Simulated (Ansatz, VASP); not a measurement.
## NaCl in VASP and in Ansatz

POSCAR

```
NaCl
1.0
    0.0000000000      2.8100000000      2.8100000000
    2.8100000000      0.0000000000      2.8100000000
    2.8100000000      2.8100000000      0.0000000000
Na Cl
1 1
Direct
    0.0000000000      0.0000000000      0.0000000000
    0.5000000000      0.5000000000      0.5000000000
```

Contents of INCAR.step1:

```
PREC = Accurate
ENCUT = 520
ISMEAR = 0
SIGMA = 0.1
LREAL = False
LASPH = True
NELM = 60
NBANDS = 14
GGA = PE
ALGO = Normal
EDIFF = 1E-4
LWAVE = True
LCHARG = False
```

The input INCAR.step2:

```
PREC = Accurate
ENCUT = 520
EDIFF = 1E-6
ISMEAR = 0
SIGMA = 0.1
LREAL = False
LASPH = True
NELM = 60
ALGO = Normal
ISIF = 2
LWAVE = False
LCHARG = True
METAGGA = R2SCAN
LMIXTAU = True
LELF = True
LVHAR = True
NBANDS = 14
ISTART = 1
```

KPOINTS

```
Automatic mesh
0
Gamma
  6 6 6
```

Input for Ansatz:

```yaml
crystal:
  lattice:
    - [0.0, 2.81, 2.81]
    - [2.81, 0.0, 2.81]
    - [2.81, 2.81, 0.0]
  atoms:
    - { symbol: Na, position: [0.0, 0.0, 0.0] }
    - { symbol: Cl, position: [0.5, 0.5, 0.5] }
basis:
  ecutwfc: 500
kpoints:
  mp_grid: { grid: [6, 6, 6] }
hamiltonian:
  xc: r2scan
scf:
  occupations: { method: gaussian, width: 0.1 }
output:
  forces: true
  stress: true
  eigenvalues: true
```

Alike in both runs: task single point; functional r2SCAN; k mesh 6 × 6 × 6; occupations gaussian, width 0.1 eV; no spin polarisation.

```csv
,VASP,Ansatz
version,VASP 6.6.1,Ansatz 0.2.0
potentials or method,"VASP PAW PBE potentials, release 64 (Na_pv, Cl), cutoff 520 eV","scalar-relativistic, plane waves, PAW"
valence electrons in the cell,14,16
```

VASP gave:

| Quantity | Value |
| --- | --- |
| gap on the k mesh at the Fermi level (eV) | 5.97 |
| least direct gap on the mesh (eV) | 5.97 |
| pressure (GPa) | -0.4 |

Q: Which values does Ansatz return?

A: gap on the k mesh at the Fermi level (eV): 5.94; least direct gap on the mesh (eV): 5.94; pressure (GPa): -0.2.

VASP's potentials were made for PBE, not for r2SCAN. VASP's potentials hold 14 valence electrons a cell and Ansatz's 16, so a difference there can come from the potentials and not from the codes.
